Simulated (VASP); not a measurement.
# AlFe (Pm-3m) in VASP: a series of runs, part 3 of 3

VASP 6.6.1. The steps go on from the part before.

### 4 Relaxation of cell and atoms, PBEsol, collinear spin, ferromagnetic start

The input, INCAR:

```
PREC     = Accurate       # precision mode
ENCUT    = 600            # plane-wave cutoff, eV
EDIFF    = 1E-7           # SCF threshold, eV
ISMEAR   = 0              # smearing method
SIGMA    = 0.1            # smearing width, eV
LREAL    = F              # projectors in reciprocal space
LASPH    = T              # aspherical terms in the spheres
NELM     = 150            # most SCF steps
ALGO     = Normal         # electronic algorithm
ISIF     = 3              # what is computed and relaxed
LWAVE    = F              # write WAVECAR
LCHARG   = F              # write CHGCAR
ISPIN    = 2              # spin polarisation
MAGMOM   = 0 0.81         # initial moments
LORBIT   = 11             # projections on sites
LMAXMIX  = 4              # l up to which the mixer works
GGA      = PS             # functional
IBRION   = 2              # ionic algorithm
NSW      = 80             # ionic steps
EDIFFG   = -0.01          # ionic threshold
```

The input, KPOINTS:

```
Automatic mesh
0
Gamma
  14 14 14
```

The input, POSCAR:

```
AlFe
1.0
    2.8706847787      0.0000000000      0.0000000000
    0.0000000000      2.8706847787      0.0000000000
    0.0000000000      0.0000000000      2.8706847787
Al Fe
1 1
Direct
    0.0000000000      0.0000000000      0.0000000000
    0.5000000000      0.5000000000      0.5000000000
```

Potentials or basis: VASP PAW PBE potentials, release 64 (Al, Fe).

Run with:

```bash
cat potpaw_PBE.64/Al/POTCAR potpaw_PBE.64/Fe/POTCAR > POTCAR
mpirun -np 1 vasp_std > vasp.out
```

OUTCAR:

```text
PREC = Accurate
   ENCUT = 600
   EDIFF = 1E-7
   ISMEAR = 0
   LREAL = F
   LASPH = T
   NELM = 150
   ISIF = 3
   ISPIN = 2
   LORBIT = 11
   GGA = PS
   IBRION = 2
   NSW = 80
   EDIFFG = -0.01

 ion  position               nearest neighbor table
   1  0.000  0.000  0.000-   2 2.49   2 2.49   2 2.49   2 2.49   2 2.49   2 2.49   2 2.49   2 2.49

   2  0.500  0.500  0.500-   1 2.49   1 2.49   1 2.49   1 2.49   1 2.49   1 2.49   1 2.49   1 2.49

  LATTYP: Found a simple cubic cell.
 ALAT       =     2.8706847787

  Lattice vectors:

 A1 = (   2.8706847787,   0.0000000000,   0.0000000000)
 A2 = (   0.0000000000,   2.8706847787,   0.0000000000)
 A3 = (   0.0000000000,   0.0000000000,   2.8706847787)

Analysis of symmetry for initial positions (statically):
=====================================================================
 Subroutine PRICEL returns:
 Original cell was already a primitive cell.

 Routine SETGRP: Setting up the symmetry group for a
 simple cubic supercell.

 Subroutine GETGRP returns: Found 48 space group operations
 (whereof 48 operations were pure point group operations)
 out of a pool of 48 trial point group operations.

The static configuration has the point symmetry O_h .

Analysis of symmetry for dynamics (positions and initial velocities):
=====================================================================
 Subroutine PRICEL returns:
 Original cell was already a primitive cell.

 Routine SETGRP: Setting up the symmetry group for a
 simple cubic supercell.

 Subroutine GETGRP returns: Found 48 space group operations
 (whereof 48 operations were pure point group operations)
 out of a pool of 48 trial point group operations.

The dynamic configuration has the point symmetry O_h .

Analysis of structural, dynamic, and magnetic symmetry:
=====================================================================
 Subroutine PRICEL returns:
 Original cell was already a primitive cell.

 Routine SETGRP: Setting up the symmetry group for a
 simple cubic supercell.

 Subroutine GETGRP returns: Found 48 space group operations
[... 150 lines left out ...]
  ---------------------------------------------------
  free energy    TOTEN  =       -13.72673382 eV

  energy without entropy =      -13.71561884  energy(sigma->0) =      -13.72117633

------------------------ aborting loop because EDIFF is reached ----------------------------------------

  FORCE on cell =-STRESS in cart. coord.  units (eV):
  Direction    XX          YY          ZZ          XY          YZ          ZX
  --------------------------------------------------------------------------------------
  -------------------------------------------------------------------------------------
  Total       -0.6915366     -0.6915366     -0.6915366     -0.0000000     -0.0000000     -0.0000000
  in kB      -46.8348604    -46.8348604    -46.8348604     -0.0000000     -0.0000000     -0.0000000
  external PRESSURE =     -46.8348604 kB  Pullay stress =       0.0000000 kB
[... 59 lines left out ...]
--------------------------------------- Ionic step        3  -------------------------------------------

 number of electron      11.0000003 magnetization       0.6572900

 Free energy of the ion-electron system (eV)
  ---------------------------------------------------
  ext. energy  EPLUGINS =         0.00000000
  ---------------------------------------------------
  free energy    TOTEN  =       -13.73588768 eV

  energy without entropy =      -13.72539172  energy(sigma->0) =      -13.73063970

 E-fermi :   8.1969     XC(G=0): -12.4022

 val. band max:        8.1934930217   @ k =   0.1429   0.1429   0.1429
 cond. band min:       8.2061970629   @ k =   0.4286   0.3571   0.3571
 fundamental gap:      0.0127040412
 Fermi energy:         8.1968925019

 spin component 1

 k-point     1 :       0.0000    0.0000    0.0000
  band No.  band energies     occupation
      1      -2.3721      1.00000
      2       5.5813      1.00000
      3       5.5813      1.00000
      4       7.8896      0.99999
      5       7.8896      0.99999
      6       7.8896      0.99999
      7      14.7401      0.00000
      8      14.7401      0.00000
      9      14.7401      0.00000
[... 265 lines left out ...]
 k-point    24 :       0.3571    0.2143    0.0000
  band No.  band energies     occupation
      1       0.7292      1.00000
      2       4.5484      1.00000
      3       6.0925      1.00000
      4       6.7982      1.00000
      5       7.1385      1.00000
      6       7.6136      1.00000
      7       9.6397      0.00000
      8      13.4461      0.00000
      9      17.2489      0.00000

 [... further k-points ...]

 spin component 2

 k-point     1 :       0.0000    0.0000    0.0000
  band No.  band energies     occupation
      1      -2.3494      1.00000
      2       5.9353      1.00000
      3       5.9353      1.00000
      4       8.6495      0.00000
      5       8.6495      0.00000
      6       8.6495      0.00000
      7      14.7821      0.00000
      8      14.7821      0.00000
      9      14.7821      0.00000
[... 305 lines left out ...]
  FREE ENERGIE OF THE ION-ELECTRON SYSTEM (eV)
  ---------------------------------------------------
  free  energy   TOTEN  =       -13.7358876776 eV

  energy  without entropy=      -13.7253917223  energy(sigma->0) =      -13.73063970

 reached required accuracy - stopping structural energy minimisation

 total charge

# of ion       s       p       d       tot
------------------------------------------
    1        0.403   0.450   0.000   0.853
    2        0.446   0.527   6.520   7.493
--------------------------------------------------
tot          0.849   0.977   6.520   8.346

 magnetization (x)

# of ion       s       p       d       tot
------------------------------------------
    1       -0.007  -0.014   0.000  -0.021
    2       -0.001   0.007   0.683   0.689
--------------------------------------------------
tot         -0.008  -0.007   0.683   0.668
```

OSZICAR:

```text
N       E                     dE             d eps       ncg     rms          rms(c)
DAV:   1     0.321556872681E+02    0.32156E+02   -0.50847E+03  4336   0.132E+03
[... 31 lines left out ...]
DAV:   3    -0.137372054269E+02    0.13934E+00   -0.10161E+00  5099   0.164E+01    0.331E-01
DAV:   4    -0.137361655868E+02    0.10398E-02   -0.32000E-03  4453   0.561E-01    0.187E-01
DAV:   5    -0.137358855900E+02    0.28000E-03   -0.55051E-04  5821   0.257E-01    0.578E-02
DAV:   6    -0.137358847455E+02    0.84452E-06   -0.52637E-05  6060   0.941E-02    0.161E-02
DAV:   7    -0.137358873825E+02   -0.26370E-05   -0.31403E-06  4637   0.245E-02    0.527E-03
DAV:   8    -0.137358876184E+02   -0.23600E-06   -0.36207E-07  3810   0.973E-03    0.160E-03
DAV:   9    -0.137358876776E+02   -0.59141E-07   -0.46676E-08  2205   0.260E-03
   3 F= -.13735888E+02 E0= -.13730640E+02  d E =-.915385E-02  mag=     0.6574
```

Run time: 2 min. Hardware: 1 thread of Intel Xeon 8259CL, shared host; peak memory 0.2 GiB.

What came out:

* Free energy: -13.7359 eV
* Relaxed volume: 11.52 Å³/atom
* Relaxed cell: a = 2.846 Å, b = 2.846 Å, c = 2.846 Å, α = 90.00°, β = 90.00°, γ = 90.00°
* Space group after relaxing (to 0.1 Å): Pm-3m (No. 221)
* Energy gained by relaxing: 4.6 meV/atom
* Ionic steps: 3
* Pressure after relaxing: 0.0 GPa
* Net moment: 0.66 μB per cell
* Site moments: Al -0.02; Fe +0.69 μB
* Valence electrons inside the program's atomic spheres: Al 0.85; Fe 7.49

The path:
```
step  energy change (eV)  largest force (eV/Å)  pressure (GPa)  volume (Å³)
   1              0.0000                0.0000           -4.68        23.66
   2             -0.0009                0.0000            4.91        22.49
   3             -0.0092                0.0000            0.00        23.05
```

Final structure:
```cif
data_structure
_symmetry_space_group_name_H-M 'P 1'
_symmetry_Int_Tables_number 1
_cell_length_a 2.8459
_cell_length_b 2.8459
_cell_length_c 2.8459
_cell_angle_alpha 90.000
_cell_angle_beta 90.000
_cell_angle_gamma 90.000
_cell_volume 23.05
loop_
_atom_site_label
_atom_site_type_symbol
_atom_site_fract_x
_atom_site_fract_y
_atom_site_fract_z
_atom_site_occupancy
Al1 Al 0.00000 0.00000 0.00000 1
Fe1 Fe 0.50000 0.50000 0.50000 1
```

Caveat: the PAW data sets were made with another functional, which shifts forces and pressure a little.

### 5 The runs side by side

| task | cell | k mesh | cutoff (eV) | gap on the mesh (eV) | pressure (GPa) | moment (μB) |
| --- | --- | --- | --- | --- | --- | --- |
| single point | a = 2.871 Å, 2 atoms | 6 × 6 × 6 | 520 | none | -4.6 | 0.71 |
| single point | a = 2.845 Å, 2 atoms | 14 × 14 × 14 | 520 | none | 0.3 | 0.65 |
| relaxation of cell and atoms | relaxed from a = 2.871 Å, 2 atoms | 14 × 14 × 14 | 600 | none | 0.0 | 0.66 |

Alike in all rows: level PBEsol; potentials or basis VASP PAW PBE potentials, release 64 (Al, Fe); spin collinear, ferromagnetic start; smearing gaussian 0.1 eV.

Caveats: some runs use coarse meshes; the PAW data sets were made with another functional, which shifts forces and pressure a little.

Total energies depend on the potentials used, so only differences within one code and one set of settings carry meaning.
